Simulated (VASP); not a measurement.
The system is Ir.

```xyz
1
Lattice="0.0000 1.9150 1.9150 1.9150 0.0000 1.9150 1.9150 1.9150 0.0000" Properties=species:S:1:pos:R:3 pbc="T T T"
Ir    0.0000    0.0000    0.0000
```

* Program: VASP 6.6.1
* Task: relaxation of cell and atoms
* Functional: PBE
* Potentials or basis: VASP PAW PBE potentials, release 64 (Ir)
* Cutoff: 500 eV
* k mesh: 18 × 18 × 18
* Occupations: fermi-dirac, width 0.1 eV
* Spin: no spin polarisation

At the start: pressure 12.8 GPa; volume 14.05 Å³/atom.

Question: How do energy, volume and symmetry change on relaxing?

Answer: Over 4 steps the energy falls by 18.5 meV/atom and the volume is 14.53 Å³/atom (+3.4 %); space group Fm-3m (No. 225, to 0.1 Å) before and after.

Step by step:
```csv
step,energy change (eV),largest force (eV/Å),pressure (GPa),volume (Å³)
1,0.0000,0.0000,12.79,14.05
2,0.1957,0.0000,-31.26,16.45
3,-0.0184,0.0000,-0.67,14.55
4,-0.0185,0.0000,-0.04,14.53
```

Final structure:
```xyz
1
Lattice="0.0000 1.9367 1.9367 1.9367 0.0000 1.9367 1.9367 1.9367 0.0000" Properties=species:S:1:pos:R:3 pbc="T T T"
Ir    0.0000    0.0000    0.0000
```
